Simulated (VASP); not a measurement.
# Mg2Ge3N (P-3m1) in VASP: notebook

Mg2Ge3N is run at these levels: PBE; tasks: single point, relaxation of cell and atoms.

All numbers are computed with VASP 6.6.1; they aren't measurements. Logs are shortened: lines on timing, memory, paths and dates and some standing lists are left out, and cuts for length are marked.

## 1. The cell of the first run

It takes space group P-3m1 (No. 164, trigonal). The conventional cell has a = 3.123 Å, b = 3.123 Å, c = 12.133 Å, α = 90.00°, β = 90.00°, γ = 120.00°. Within 3.9 Å of Mg (site symmetry 3m) lie 6 Ge at 2.95 to 2.98 Å and 6 Mg at 3.12 Å. Within 3.0 Å of Ge (site symmetry 3m) lie 3 N at 2.25 Å and 3 Mg at 2.98 Å. Within 3.9 Å of Ge (site symmetry -3m) lie 6 Mg at 2.95 Å and 6 Ge at 3.12 Å. N (site symmetry -3m) has 6 Ge at 2.25 Å within 3.0 Å.

The cell was generated, and may not be a known phase.

## 2. Single point, PBE

File INCAR:

```
PREC     = Accurate       # precision mode
ENCUT    = 520            # plane-wave cutoff, eV
EDIFF    = 1E-6           # SCF threshold, eV
ISMEAR   = 0              # smearing method
SIGMA    = 0.1            # smearing width, eV
LREAL    = F              # projectors in reciprocal space
LASPH    = T              # aspherical terms in the spheres
NELM     = 60             # most SCF steps
ALGO     = Normal         # electronic algorithm
ISIF     = 2              # what is computed and relaxed
LWAVE    = F              # write WAVECAR
LCHARG   = F              # write CHGCAR
GGA      = PE             # functional
NBANDS   = 34             # bands
```

File KPOINTS:

```
regular mesh
0
Gamma
  12 12 4
```

File POSCAR:

```
Mg2Ge3N
1.0
    3.1227822934      0.0000000000      0.0000000000
   -1.5613911467      2.7044087966      0.0000000000
    0.0000000000      0.0000000000     12.1332306773
Mg Ge N
2 3 1
Direct
    0.6666666667      0.3333333333      0.3072453010
    0.3333333333      0.6666666667      0.6927546990
    0.6666666667      0.3333333333      0.8886123113
    0.3333333333      0.6666666667      0.1113876887
    0.0000000000      0.0000000000      0.5000000000
    0.0000000000      0.0000000000      0.0000000000
```

Potentials or basis: VASP PAW PBE potentials, release 64 (Mg, Ge_d, N).

On the command line:

```console
> cat potpaw_PBE.64/Mg/POTCAR potpaw_PBE.64/Ge_d/POTCAR potpaw_PBE.64/N/POTCAR > POTCAR
> mpirun -np 1 vasp_std > vasp.out
```

OUTCAR:

```text
PREC = Accurate
   ENCUT = 520
   EDIFF = 1E-6
   ISMEAR = 0
   LREAL = F
   LASPH = T
   NELM = 60
   ISIF = 2
   GGA = PE

 ion  position               nearest neighbor table
   1  0.667  0.333  0.307-   5 2.95   5 2.95   5 2.95   4 2.98   4 2.98   4 2.98
   2  0.333  0.667  0.693-   5 2.95   5 2.95   5 2.95   3 2.98   3 2.98   3 2.98
   3  0.667  0.333  0.889-   6 2.25   6 2.25   6 2.25   2 2.98   2 2.98   2 2.98
   4  0.333  0.667  0.111-   6 2.25   6 2.25   6 2.25   1 2.98   1 2.98   1 2.98
   5  0.000  0.000  0.500-   1 2.95   2 2.95   1 2.95   2 2.95   1 2.95   2 2.95
   6  0.000  0.000  0.000-   3 2.25   4 2.25   3 2.25   4 2.25   3 2.25   4 2.25

  LATTYP: Found a hexagonal cell.
 ALAT       =     3.1227822934
 C/A-ratio  =     3.8853911472

  Lattice vectors:

 A1 = (   3.1227822934,   0.0000000000,   0.0000000000)
 A2 = (  -1.5613911467,   2.7044087966,   0.0000000000)
 A3 = (   0.0000000000,   0.0000000000,  12.1332306773)

Analysis of symmetry for initial positions (statically):
=====================================================================
 Subroutine PRICEL returns:
 Original cell was already a primitive cell.

 Routine SETGRP: Setting up the symmetry group for a
 hexagonal supercell.

 Subroutine GETGRP returns: Found 12 space group operations
 (whereof 12 operations were pure point group operations)
 out of a pool of 24 trial point group operations.

The static configuration has the point symmetry D_3d.

Analysis of symmetry for dynamics (positions and initial velocities):
=====================================================================
 Subroutine PRICEL returns:
 Original cell was already a primitive cell.

 Routine SETGRP: Setting up the symmetry group for a
 hexagonal supercell.

 Subroutine GETGRP returns: Found 12 space group operations
 (whereof 12 operations were pure point group operations)
 out of a pool of 24 trial point group operations.

The dynamic configuration has the point symmetry D_3d.

 Subroutine INISYM returns: Found 12 space group operations
 (whereof 12 operations are pure point group operations),
 and found     1 'primitive' translations

----------------------------------------------------------------------------------------

                                     Primitive cell
[... 98 lines left out ...]
   NELM   =     60;   NELMIN=  2; NELMDL= -5     # of ELM steps
   EDIFF  = 0.1E-05   stopping-criterion for ELM
   LREAL  =      F    real-space projection
   EDIFFG = 0.1E-04   stopping-criterion for IOM
   NSW    =      0    number of steps for IOM
   IBRION =     -1    ionic relax: 0-MD 1-quasi-New 2-CG
   NFREE  =      0    steps in history (QN), initial steepest desc. (CG)
   ISIF   =      2    stress and relaxation
   ISYM   =      2    0-nonsym 1-usesym 2-fastsym
   POTIM  = 0.5000    time-step for ionic-motion
   TEBEG  =    0.0;   TEEND  =   0.0 temperature during run
   PSTRESS=    0.0 pullay stress
   NELECT =      51.0000    total number of electrons
   NUPDOWN=      -1.0000    fix difference up-down
   EMIN   =  10.00;   EMAX   =-10.00  energy-range for DOS
   EFERMI =   0.00;   METHOD = LEGACY
   ISMEAR =     0;   SIGMA  =   0.10  broadening in eV -4-tet -1-fermi 0-gaus
   EFERMI_NEDOS =   21; number of points for ismear=-14 and -15
   IALGO  =     38    algorithm
   IMIX   =      4    mixing-type and parameters
     AMIX     =   0.40;   BMIX     =  1.00
     AMIX_MAG =   1.60;   BMIX_MAG =  1.00
  volume/ion in A,a.u.               =      17.08       115.25
  Fermi-wavevector in a.u.,A,eV,Ry     =   1.297383  2.451698 22.901347  1.683202
  Thomas-Fermi vector in A             =   2.428779
   LORBIT       =      0    0 simple, 1 ext, 2 COOP (PROOUT), +10 PAW based schemes
   GGA     = PE    functional components
   LHFCALC =     F    Hartree Fock is set to
   AEXX    =    0.0000 exact exchange contribution
   IVDW    =     0    specifies the selected vdW correction
   LEPSILON=     F    determine dielectric tensor
   LRPA    =     F    only Hartree local field effects (RPA)
 non-spin polarized calculation
 Gauss-broadening in eV      SIGMA  =   0.10
  energy-cutoff  :      520.00
  volume of cell :      102.47
 maximum number of plane-waves:      2780
   NGX = 11   NGY = 11   NGZ = 45

 number of electron      50.9999948 magnetization

 Free energy of the ion-electron system (eV)
  ---------------------------------------------------
  ext. energy  EPLUGINS =         0.00000000
  ---------------------------------------------------
  free energy    TOTEN  =       -23.38198882 eV

  energy without entropy =      -23.37108888  energy(sigma->0) =      -23.37653885

 E-fermi :   5.7624     XC(G=0): -10.4742

 val. band max:        5.7585626091   @ k =  -0.1667   0.4167   0.2500
 cond. band min:       5.8044581818   @ k =   0.1667   0.1667   0.5000
 fundamental gap:      0.0458955726
 Fermi energy:         5.7623949951

 k-point     1 :       0.0000    0.0000    0.0000
  band No.  band energies     occupation
      1     -19.3008      2.00000
      2     -19.3008      2.00000
      3     -19.2942      2.00000
      4     -19.2942      2.00000
      5     -19.2905      2.00000
      6     -19.2873      2.00000
[... 877 lines left out ...]
     33      12.0069      0.00000
     34      12.8368      0.00000

 [... further k-points ...]

------------------------ aborting loop because EDIFF is reached ----------------------------------------

  FORCE on cell =-STRESS in cart. coord.  units (eV):
  Direction    XX          YY          ZZ          XY          YZ          ZX
  --------------------------------------------------------------------------------------
  -------------------------------------------------------------------------------------
  Total       -0.0216941     -0.0216941     -0.0190550      0.0000000     -0.0000000      0.0000000
  in kB       -0.3392050     -0.3392050     -0.2979408      0.0000000     -0.0000000      0.0000000
  external PRESSURE =      -0.3254503 kB  Pullay stress =       0.0000000 kB

 VOLUME and BASIS-vectors are now :
 -----------------------------------------------------------------------------
  energy-cutoff  :      520.00
  volume of cell :      102.47
      direct lattice vectors                 reciprocal lattice vectors
     3.122782293  0.000000000  0.000000000     0.320227254  0.184883292  0.000000000
    -1.561391147  2.704408797  0.000000000     0.000000000  0.369766583  0.000000000
     0.000000000  0.000000000 12.133230677     0.000000000  0.000000000  0.082418280

 POSITION                                       TOTAL-FORCE (eV/Angst)
 -----------------------------------------------------------------------------------
      1.56139      0.90147      3.72788        -0.000000     -0.000000     -0.003565
     -0.00000      1.80294      8.40535         0.000000      0.000000      0.003565
      1.56139      0.90147     10.78174         0.000000     -0.000000     -0.031072
     -0.00000      1.80294      1.35149        -0.000000      0.000000      0.031072
      0.00000      0.00000      6.06662        -0.000000      0.000000      0.000000
      0.00000      0.00000      0.00000        -0.000000      0.000000      0.000000
 -----------------------------------------------------------------------------------
    total drift:                               -0.000000      0.000000     -0.000000

  FREE ENERGIE OF THE ION-ELECTRON SYSTEM (eV)
  ---------------------------------------------------
  free  energy   TOTEN  =       -23.3819888199 eV

  energy  without entropy=      -23.3710888838  energy(sigma->0) =      -23.37653885
```

stdout:

```text
POSCAR found type information on POSCAR MgGeN
 POSCAR found :  3 types and       6 ions
 scaLAPACK will be used
 LDA part: xc-table for (Slater+PW92), standard interpolation
 POSCAR, INCAR and KPOINTS ok, starting setup
 FFT: planning ... GRIDC
 FFT: planning ... GRID_SOFT
 FFT: planning ... GRID
 WAVECAR not read
 entering main loop
```

Wall time 2.2 min (1 thread of AMD EPYC 9R45 (Zen 5), shared host); peak memory 0.33 GiB.

What came out:

* Free energy: -23.3820 eV
* Pressure: 0.0 GPa
* Largest force: 0.031 eV/Å
* Band gap on the k mesh: zero (an odd number of electrons rules out a gap without spin polarisation)

Forces on the atoms (eV/Å):
```
Mg   0.000  0.000 -0.004
Mg   0.000  0.000  0.004
Ge   0.000  0.000 -0.031
Ge   0.000  0.000  0.031
Ge   0.000  0.000  0.000
N    0.000  0.000  0.000
```

Levels at points of the mesh, in eV from the Fermi level:
```tsv
k point	band 24	band 25	band 26	band 27	band 28	band 29
(0.00, 0.00, 0.00)	-2.28	1.13	1.58	5.40	5.40	6.04
(0.50, 0.00, 0.00)	-2.80	-2.13	-0.68	0.33	1.30	2.67
(0.00, 0.00, 0.50)	-1.01	-0.70	2.95	4.40	5.40	5.40
(0.50, 0.00, 0.50)	-3.07	-1.61	-0.53	0.36	0.53	2.80
```

Caveat: an odd number of electrons without spin polarisation forces a metal; a magnetic or distorted state may lie lower.

## 3. Relaxation of cell and atoms, PBE

This run uses another cell than the first one, of 17.02 Å³/atom.

File INCAR:

```
SYSTEM = Mg2Ge3N
PREC = Accurate
ENCUT = 600
EDIFF = 1E-6
ISMEAR = 0
SIGMA = 0.1
LREAL = .False.
LASPH = .True.
NELM = 80
ALGO = Normal
ISIF = 3
LWAVE = .False.
LCHARG = .False.
GGA = PE
IBRION = 2
NSW = 100
EDIFFG = -0.01
```

File KPOINTS:

```
Automatic mesh
0
Gamma
  12 12 4
  0 0 0
```

File POSCAR:

```
Mg2Ge3N
1.0
    3.2268857060      0.0000000000      0.0000000000
   -1.6134428530      2.7945649965      0.0000000000
    0.0000000000      0.0000000000     11.3256925500
Mg Ge N
2 3 1
Direct
    0.6666666667      0.3333333333      0.3128399018
    0.3333333333      0.6666666667      0.6871600982
    0.6666666667      0.3333333333      0.8828997635
    0.3333333333      0.6666666667      0.1171002365
    0.0000000000      0.0000000000      0.5000000000
    0.0000000000      0.0000000000      0.0000000000
```

Potentials or basis: VASP PAW PBE potentials, release 64 (Mg, Ge_d, N).

On the command line:

```console
> cat potpaw_PBE.64/Mg/POTCAR potpaw_PBE.64/Ge_d/POTCAR potpaw_PBE.64/N/POTCAR > POTCAR
> mpirun -np 1 vasp_std > vasp.out
```

Run time: 27 min. Hardware: 1 thread of AMD EPYC 9R45 (Zen 5), shared host; peak memory 0.41 GiB.

It converged, with:

```yaml
Free_energy: -23.3846 eV
Relaxed_volume: 17.07 Å³/atom
Relaxed_cell: a = 3.127 Å, b = 3.127 Å, c = 12.100 Å, α = 90.00°, β = 90.00°, γ = 120.00°
Space_group_after_relaxing_to_0.1_Å: P-3m1 (No. 164)
Energy_gained_by_relaxing: 17.4 meV/atom
Ionic_steps: 17
Pressure_after_relaxing: 0.0 GPa
Largest_force_after_relaxing: 0.009 eV/Å
Band_gap_on_the_k_mesh: zero (an odd number of electrons rules out a gap without spin polarisation)
```

Forces on the atoms (eV/Å):
```
Mg   0.000  0.000  0.001
Mg   0.000  0.000 -0.001
Ge   0.000  0.000  0.009
Ge   0.000  0.000 -0.009
Ge   0.000  0.000  0.000
N    0.000  0.000  0.000
```

Stress tensor (GPa, compression positive):
```
-0.08  0.00  0.00
 0.00 -0.08  0.00
 0.00  0.00  0.05
```

Step by step:
| step | energy change (eV) | largest force (eV/Å) | pressure (GPa) | volume (Å³) |
| --- | --- | --- | --- | --- |
| 1 | 0.0000 | 0.3348 | 0.27 | 102.13 |
| 2 | -0.0334 | 0.1680 | 0.05 | 102.55 |
| 3 | -0.0707 | 0.2206 | -0.10 | 103.42 |
| 4 | -0.0718 | 0.2948 | -0.19 | 103.78 |
| 5 | -0.0731 | 0.2530 | -0.16 | 103.64 |
| 6 | -0.0873 | 0.2085 | -0.62 | 103.48 |
| 7 | -0.0874 | 0.2039 | -0.64 | 103.45 |
| 8 | -0.0961 | 0.1598 | 0.36 | 101.73 |
| 9 | -0.0962 | 0.1480 | 0.49 | 101.30 |
| 10 | -0.1022 | 0.0723 | 0.33 | 101.70 |
| 11 | -0.1029 | 0.1193 | 0.15 | 101.87 |
| 12 | -0.1042 | 0.0037 | 0.02 | 102.40 |
| 13 | -0.1042 | 0.0069 | 0.18 | 102.35 |
| 14 | -0.1042 | 0.0030 | -0.12 | 102.38 |
| 15 | -0.1042 | 0.0033 | 0.07 | 102.37 |
| 16 | -0.1042 | 0.0181 | -0.15 | 102.58 |
| 17 | -0.1043 | 0.0087 | -0.04 | 102.45 |

Final structure:
```yaml
crystal:
  lattice:
    - [3.12675, 0.00000, 0.00000]
    - [-1.56337, 2.70784, 0.00000]
    - [0.00000, 0.00000, 12.10019]
  atoms:
    - { symbol: Mg, position: [0.66667, 0.33333, 0.30752] }
    - { symbol: Mg, position: [0.33333, 0.66667, 0.69248] }
    - { symbol: Ge, position: [0.66667, 0.33333, 0.88824] }
    - { symbol: Ge, position: [0.33333, 0.66667, 0.11176] }
    - { symbol: Ge, position: [0.00000, 0.00000, 0.50000] }
    - { symbol: N, position: [0.00000, 0.00000, 0.00000] }
```

Levels at points of the mesh, in eV from the Fermi level:
| k point | band 22 | band 23 | band 24 | band 25 | band 26 | band 27 | band 28 | band 29 | band 30 |
| --- | --- | --- | --- | --- | --- | --- | --- | --- | --- |
| (0.00, 0.00, 0.00) | -2.91 | -2.27 | -2.27 | 1.15 | 1.63 | 5.37 | 5.37 | 6.07 | 6.19 |
| (0.50, 0.00, 0.00) | -3.64 | -3.29 | -2.80 | -2.13 | -0.68 | 0.33 | 1.31 | 2.70 | 2.84 |
| (0.00, 0.00, 0.50) | -2.27 | -2.27 | -0.99 | -0.66 | 3.00 | 4.43 | 5.37 | 5.37 | 6.20 |
| (0.50, 0.00, 0.50) | -3.64 | -3.43 | -3.08 | -1.61 | -0.53 | 0.36 | 0.54 | 2.82 | 3.04 |

Caveat: an odd number of electrons without spin polarisation forces a metal; a magnetic or distorted state may lie lower.

The gap in the log of VASP goes by the Fermi energy; the results here count the filled bands.